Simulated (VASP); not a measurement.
**Os: single point with PBE**

The system is Os.

```
Os
1.0
     0.00000    2.88522    2.88522
     2.88522    0.00000    2.88522
     2.88522    2.88522    0.00000
Os
2
Direct
  0.12500 0.12500 0.12500
  0.87500 0.87500 0.87500
```

This cell differs from its parent crystal: volume scaled by 1.12.

```yaml
Program: VASP 6.6.1
Task: single point
Functional: PBE
Potentials_or_basis: VASP PAW PBE potentials, release 64 (Os)
Cutoff: 520 eV
k_mesh: 11 × 11 × 11
Occupations: fermi-dirac, width 0.1 eV
Spin: no spin polarisation
```

```yaml
Pressure: -18.5 GPa
Band_gap_on_the_k_mesh: zero (band 8 reaches 3.65 eV, above the bottom of band 9 at 2.78 eV)
```

Levels at points of the mesh, in eV from the Fermi level:
```csv
k point,band 5,band 6,band 7,band 8,band 9,band 10,band 11,band 12
"(0.00, 0.00, 0.00)",-3.16,-3.16,-0.49,-0.49,-0.49,2.05,2.05,10.69
```

Wall time 21 s on 1 thread of Intel(R) Xeon(R) 6975P-C (Granite Rapids), on a shared host, peak memory 0.18 GiB.

Caveat: spin-orbit coupling is left out, which moves the levels of the heavy elements.
